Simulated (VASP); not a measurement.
Runs of VASP 6.6.1 on InGaAs2. The structure is that of space group P-4m2 (No. 115), or close to it. The cells are those of the table. 

```csv
task,level,potentials or basis,cell,cutoff (eV),gap on the mesh (eV),pressure (GPa),relaxed volume (Å³/atom)
relaxation of cell and atoms,r2SCAN,"VASP PAW PBE potentials, release 64 (In_d, Ga_d, As)","relaxed from a = 4.215, b = 4.215, c = 5.990 Å, 4 atoms",600,0.29,0.0,(a)
single point,r2SCAN,"VASP PAW PBE potentials, release 64 (In_d, Ga_d, As)","a = 4.156, b = 4.156, c = 5.914 Å, 4 atoms",520,0.29,0.0,-
relaxation of cell and atoms,LDA,"VASP PAW LDA potentials, release 64 (In_d, Ga_d, As)","relaxed from a = 4.215, b = 4.215, c = 5.990 Å, 4 atoms",600,none,0.0,24.70
single point,PBEsol,"VASP PAW PBE potentials, release 64 (In_d, Ga_d, As)","a = 4.150, b = 4.150, c = 5.894 Å, 4 atoms",520,none,0.1,-
relaxation of cell and atoms,PBEsol,"VASP PAW PBE potentials, release 64 (In_d, Ga_d, As)","relaxed from a = 4.215, b = 4.215, c = 5.990 Å, 4 atoms",600,none,0.0,25.41
```

Alike in all rows: no spin polarisation; k mesh 6 × 6 × 4; smearing fermi-dirac 0.02 eV.

**Question.** Estimate the missing entries.

**Answer.** (a) 25.53.

Caveats: spin-orbit coupling is left out, which moves the levels of the heavy elements; the PAW data sets were made with another functional, which shifts forces and pressure a little (at least some runs); semilocal functionals underestimate gaps, so a narrow gap can read as zero (at least some runs).

A k mesh can miss the band edges, and the runs leave out spin-orbit coupling on As, Ga, In.

A gap of «none» marks levels without a gap at the run's occupations.
